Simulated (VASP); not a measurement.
# Ti (P-1) in VASP: single point with PBE

Aim: the single point of Ti with PBE.

Everything below comes from runs of VASP 6.6.1. Logs are shortened: lines on timing, memory, paths and dates and some standing lists are left out, and cuts for length are marked.

## Step 1: The cell of the first run

The typed cell holds 6 atoms: a = 5.470 Å, b = 8.648 Å, c = 2.989 Å, α = 59.71°, β = 122.61°, γ = 108.43°.

## Step 2: Single point, PBE

INCAR reads:

```
SYSTEM = Ti
ALGO = Fast ; EDIFF = 1E-6
ENCUT = 520 ; GGA = PE
ISIF = 2 ; ISMEAR = 0
LASPH = .TRUE. ; LCHARG = .TRUE.
LELF = .TRUE. ; LREAL = .FALSE.
LVHAR = .TRUE. ; LWAVE = .FALSE.
NBANDS = 45 ; NELM = 100
PREC = Accurate ; SIGMA = 0.1
```

KPOINTS reads:

```
k-points
0
G
  7 5 15
  0 0 0
```

POSCAR reads:

```
Ti
1.0
    5.4697623855      0.0000000000      0.0000000000
   -2.7348811927      8.2046435782      0.0000000000
   -1.6111471366      1.0523496133      2.2873640174
Ti
6
Direct
    0.2500000000      0.4444444444      0.5833333333
    0.2500000000      0.1111111111      0.5833333333
    0.2500000000      0.7777777778      0.5833333333
    0.7500000000      0.5555555556      0.4166666667
    0.7500000000      0.2222222222      0.4166666667
    0.7500000000      0.8888888889      0.4166666667
```

Potentials or basis: VASP PAW PBE potentials, release 64 (Ti_sv).

Launch:

```console
$ cat potpaw_PBE.64/Ti_sv/POTCAR > POTCAR
$ mpirun -np 1 vasp_std > vasp.out
```

OUTCAR:

```text
SYSTEM = Ti
   EDIFF = 1E-6
   ENCUT = 520
   GGA = PE
   ISIF = 2
   ISMEAR = 0
   LASPH = .TRUE.
   LREAL = .FALSE.
   NELM = 100
   PREC = Accurate

 ion  position               nearest neighbor table
   1  0.250  0.444  0.583-   5 2.76   4 2.82   4 2.83   2 2.88   3 2.88   4 2.89   5 2.92
   2  0.250  0.111  0.583-   6 2.76   5 2.82   5 2.83   1 2.88   3 2.88   5 2.89   6 2.92
   3  0.250  0.778  0.583-   4 2.76   6 2.82   6 2.83   2 2.88   1 2.88   6 2.89   4 2.92
   4  0.750  0.556  0.417-   3 2.76   1 2.82   1 2.83   6 2.88   5 2.88   1 2.89   3 2.92
   5  0.750  0.222  0.417-   1 2.76   2 2.82   2 2.83   6 2.88   4 2.88   2 2.89   1 2.92
   6  0.750  0.889  0.417-   2 2.76   3 2.82   3 2.83   4 2.88   5 2.88   3 2.89   2 2.92

  LATTYP: Found a triclinic cell.
 ALAT       =     7.6403553056
 B/A-ratio  =     0.3912373056
 C/A-ratio  =     0.6030383439
 COS(alpha) =     0.0089073940
 COS(beta)  =     0.0614746678
 COS(gamma) =     0.2114889640

  Lattice vectors:

 A1 = (   0.4874130805,   6.0999443516,  -4.5747280348)
 A2 = (   1.6111471366,  -1.0523496133,  -2.2873640174)
 A3 = (  -3.8586152489,  -1.0523496133,  -2.2873640174)

Analysis of symmetry for initial positions (statically):
=====================================================================
 Subroutine PRICEL returns following result:

  LATTYP: Found a triclinic cell.
 ALAT       =     2.9244272935
 B/A-ratio  =     2.2479055174
 C/A-ratio  =     1.0221461241
 COS(alpha) =     0.0060537521
 COS(beta)  =     0.5248939809
 COS(gamma) =     0.6113931508

  Lattice vectors:

 A1 = (   0.6995200725,   1.6825315792,  -2.2873640174)
 A2 = (   3.6465082572,   5.4697623849,   0.0000000000)
 A3 = (   1.6111471366,  -1.0523496133,  -2.2873640174)

   3 primitive cells build up your supercell.

 Routine SETGRP: Setting up the symmetry group for a
 triclinic supercell.

 Subroutine GETGRP returns: Found  2 space group operations
 (whereof  2 operations were pure point group operations)
 out of a pool of  2 trial point group operations.

The static configuration has the point symmetry S_2 .

Analysis of symmetry for dynamics (positions and initial velocities):
=====================================================================
 Subroutine PRICEL returns following result:

  LATTYP: Found a triclinic cell.
 ALAT       =     2.9244272935
 B/A-ratio  =     2.2479055174
 C/A-ratio  =     1.0221461241
 COS(alpha) =     0.0060537521
 COS(beta)  =     0.5248939809
 COS(gamma) =     0.6113931508

  Lattice vectors:

 A1 = (   0.6995200725,   1.6825315792,  -2.2873640174)
 A2 = (   3.6465082572,   5.4697623849,   0.0000000000)
 A3 = (   1.6111471366,  -1.0523496133,  -2.2873640174)

   3 primitive cells build up your supercell.

 Routine SETGRP: Setting up the symmetry group for a
 triclinic supercell.

 Subroutine GETGRP returns: Found  2 space group operations
 (whereof  2 operations were pure point group operations)
 out of a pool of  2 trial point group operations.

The dynamic configuration has the point symmetry S_2 .

 Subroutine INISYM returns: Found  2 space group operations
 (whereof  2 operations are pure point group operations),
 and found     3 'primitive' translations

----------------------------------------------------------------------------------------

                                     Primitive cell

  volume of cell :      34.2170

  direct lattice vectors                    reciprocal lattice vectors
     0.699520072  1.682531579 -2.287364017    -0.365646597  0.243764398 -0.369698846
     3.646508257  5.469762385  0.000000000     0.182823298  0.060941099  0.100737744
     1.611147137 -1.052349613 -2.287364017     0.365646597 -0.243764398 -0.067485613

  length of vectors
     2.924427293  6.573836248  2.989192023     0.574278462  0.217454062  0.444604120

  position of ions in fractional coordinates (direct lattice)
     0.833333333  0.250000000  0.583333333
     0.166666667  0.750000000  0.416666666

  ion indices of the primitive-cell ions
   primitive index   ion index
                 1           1
                 2           4

----------------------------------------------------------------------------------------

 KPOINTS: k-points

Automatic generation of k-mesh.
 Grid dimensions read from file:
 generate k-points for:    7    5   15

 Generating k-lattice:

  Cartesian coordinates                     Fractional coordinates (reciprocal lattice)
     0.026117614  0.008705871  0.014391106     0.142857143  0.000000000  0.000000000
     0.000000000  0.024376440 -0.011214890     0.000000000  0.200000000  0.000000000
     0.000000000  0.000000000  0.029145631     0.000000000  0.000000000  0.066666667

  Length of vectors
     0.031064866  0.026832528  0.029145631

  Shift w.r.t. Gamma in fractional coordinates (k-lattice)
     0.000000000  0.000000000  0.000000000

 Subroutine IBZKPT returns following result:
 ===========================================

 Found    263 irreducible k-points:

 Following reciprocal coordinates:
            Coordinates               Weight
  0.000000  0.000000  0.000000      1.000000
  0.142857  0.000000  0.000000      2.000000
  0.285714  0.000000 -0.000000      2.000000
  0.428571  0.000000 -0.000000      2.000000
  0.000000  0.200000  0.000000      2.000000
  0.142857  0.200000  0.000000      2.000000
[... 16 lines left out ...]
 -0.428571  0.000000  0.066667      2.000000
 -0.285714 -0.000000  0.066667      2.000000
 [... further k-points ...]
   k-points           NKPTS =    263   k-points in BZ     NKDIM =    263   number of bands    NBANDS=     45
   number of dos      NEDOS =    301   number of ions     NIONS =      6
   total plane-waves  NPLWV =  64512
   dimension x,y,z NGX =    42 NGY =   64 NGZ =   24
   dimension x,y,z NGXF=    84 NGYF=  128 NGZF=   48
   ions per type =               6
   NGX,Y,Z   is equivalent  to a cutoff of  12.77, 12.30, 13.35 a.u.
   NGXF,Y,Z  is equivalent  to a cutoff of  25.53, 24.60, 26.70 a.u.
 SYSTEM =  Ti
   PREC   = accura    normal or accurate (medium, high low for compatibility)
   ISTART =      0    job   : 0-new  1-cont  2-samecut
   ICHARG =      2    charge: 1-file 2-atom 10-const
   ISPIN  =      1    spin polarized calculation?
   LNONCOLLINEAR =      F non collinear calculations
   LSORBIT =      F    spin-orbit coupling
   LASPH  =      T    aspherical Exc in radial PAW
   ENCUT  =  520.0 eV  38.22 Ry    6.18 a.u.  10.17 16.08  5.56*2*pi/ulx,y,z
   NELM   =    100;   NELMIN=  2; NELMDL= -5     # of ELM steps
   EDIFF  = 0.1E-05   stopping-criterion for ELM
   LREAL  =      F    real-space projection
   EDIFFG = 0.1E-04   stopping-criterion for IOM
   NSW    =      0    number of steps for IOM
   IBRION =     -1    ionic relax: 0-MD 1-quasi-New 2-CG
   NFREE  =      0    steps in history (QN), initial steepest desc. (CG)
   ISIF   =      2    stress and relaxation
   ISYM   =      2    0-nonsym 1-usesym 2-fastsym
   POTIM  = 0.5000    time-step for ionic-motion
   TEBEG  =    0.0;   TEEND  =   0.0 temperature during run
   PSTRESS=    0.0 pullay stress
   NELECT =      72.0000    total number of electrons
   NUPDOWN=      -1.0000    fix difference up-down
   EMIN   =  10.00;   EMAX   =-10.00  energy-range for DOS
   EFERMI =   0.00;   METHOD = LEGACY
   ISMEAR =     0;   SIGMA  =   0.10  broadening in eV -4-tet -1-fermi 0-gaus
   EFERMI_NEDOS =   21; number of points for ismear=-14 and -15
   IALGO  =     68    algorithm
   IMIX   =      4    mixing-type and parameters
     AMIX     =   0.40;   BMIX     =  1.00
     AMIX_MAG =   1.60;   BMIX_MAG =  1.00
  volume/ion in A,a.u.               =      17.11       115.45
  Fermi-wavevector in a.u.,A,eV,Ry     =   1.454558  2.748717 28.786394  2.115740
  Thomas-Fermi vector in A             =   2.571695
   LORBIT       =      0    0 simple, 1 ext, 2 COOP (PROOUT), +10 PAW based schemes
   GGA     = PE    functional components
   LHFCALC =     F    Hartree Fock is set to
   AEXX    =    0.0000 exact exchange contribution
   IVDW    =     0    specifies the selected vdW correction
   LEPSILON=     F    determine dielectric tensor
   LRPA    =     F    only Hartree local field effects (RPA)
 non-spin polarized calculation
 RMM-DIIS sequential band-by-band and
 Gauss-broadening in eV      SIGMA  =   0.10
  energy-cutoff  :      520.00
  volume of cell :      102.65
 maximum number of plane-waves:      2791
 NGX is ok and might be reduce to    42
   NGX = 21   NGY = 33   NGZ = 11

 number of electron      72.0000001 magnetization

 Free energy of the ion-electron system (eV)
  ---------------------------------------------------
  ext. energy  EPLUGINS =         0.00000000
  ---------------------------------------------------
  free energy    TOTEN  =       -46.92844873 eV

  energy without entropy =      -46.89642656  energy(sigma->0) =      -46.91243764

 E-fermi :   8.4875     XC(G=0): -11.5665

 val. band max:        8.4862962352   @ k =   0.4286  -0.2000   0.4000
 cond. band min:       8.4886673151   @ k =   0.0000   0.2000   0.1333
 fundamental gap:      0.0023710799
 Fermi energy:         8.4875392217

 k-point     1 :       0.0000    0.0000    0.0000
  band No.  band energies     occupation
      1     -48.3362      2.00000
      2     -48.2401      2.00000
      3     -48.2401      2.00000
      4     -48.1830      2.00000
      5     -48.1566      2.00000
      6     -48.1566      2.00000
[... 37 lines left out ...]
     44       9.6649      0.00000
     45       9.6654      0.00000

 k-point     2 :       0.1429    0.0000    0.0000
  band No.  band energies     occupation
      1     -48.3287      2.00000
      2     -48.2419      2.00000
      3     -48.2302      2.00000
      4     -48.1907      2.00000
      5     -48.1666      2.00000
      6     -48.1547      2.00000
[... 37 lines left out ...]
     44       9.5500      0.00000
     45       9.9026      0.00000

 k-point     3 :       0.2857    0.0000   -0.0000
  band No.  band energies     occupation
      1     -48.3077      2.00000
      2     -48.2352      2.00000
      3     -48.2144      2.00000
      4     -48.2122      2.00000
      5     -48.1825      2.00000
      6     -48.1614      2.00000
[... 997 lines left out ...]
     44       9.6703      0.00000
     45       9.7199      0.00000

 k-point    24 :      -0.2857   -0.0000    0.0667
  band No.  band energies     occupation
      1     -48.3136      2.00000
      2     -48.2487      2.00000
      3     -48.2100      2.00000
      4     -48.2003      2.00000
      5     -48.1726      2.00000
      6     -48.1603      2.00000
[... 37 lines left out ...]
     44       9.6371      0.00000
     45       9.9156      0.00000

 [... further k-points ...]
[... 5 lines left out ...]
  --------------------------------------------------------------------------------------
  -------------------------------------------------------------------------------------
  Total        0.7366150      3.1682373     -1.0543590      1.3339191     -0.2518261      0.3313329
  in kB       11.4970836     49.4498314    -16.4564293     20.8198028     -3.9305012      5.1714415
  external PRESSURE =      14.8301619 kB  Pullay stress =       0.0000000 kB

 VOLUME and BASIS-vectors are now :
 -----------------------------------------------------------------------------
  energy-cutoff  :      520.00
  volume of cell :      102.65
      direct lattice vectors                 reciprocal lattice vectors
     5.469762386  0.000000000  0.000000000     0.182823298  0.060941099  0.100737744
    -2.734881193  8.204643578  0.000000000     0.000000000  0.121882199 -0.056074452
    -1.611147137  1.052349613  2.287364017     0.000000000  0.000000000  0.437184459

 POSITION                                       TOTAL-FORCE (eV/Angst)
 -----------------------------------------------------------------------------------
     -0.78790      4.26038      1.33430         0.059797      0.100021     -0.052677
      0.12373      1.52550      1.33430         0.059797      0.100021     -0.052677
     -1.69953      6.99526      1.33430         0.059797      0.100021     -0.052677
      1.91163      4.99661      0.95307        -0.059797     -0.100021      0.052677
      2.82326      2.26173      0.95307        -0.059797     -0.100021      0.052677
      1.00000      7.73150      0.95307        -0.059797     -0.100021      0.052677
 -----------------------------------------------------------------------------------
    total drift:                                0.000000     -0.000000     -0.000000

  FREE ENERGIE OF THE ION-ELECTRON SYSTEM (eV)
  ---------------------------------------------------
  free  energy   TOTEN  =       -46.9284487268 eV

  energy  without entropy=      -46.8964265592  energy(sigma->0) =      -46.91243764
```

It took 50 min on 1 thread of AMD EPYC 9R45 (Zen 5), shared host; peak memory 0.83 GiB.

What came out:

```yaml
Free_energy: -46.9284 eV
Pressure: 1.5 GPa
Largest_force: 0.128 eV/Å
Band_gap_on_the_k_mesh: zero (bands 36 and 37 overlap by 0.92 eV)
```

Forces on the atoms (eV/Å):
```
Ti   0.060  0.100 -0.053
Ti   0.060  0.100 -0.053
Ti   0.060  0.100 -0.053
Ti  -0.060 -0.100  0.053
Ti  -0.060 -0.100  0.053
Ti  -0.060 -0.100  0.053
```

Caveat: the stress differs along the axes, from -2 to 5 GPa.
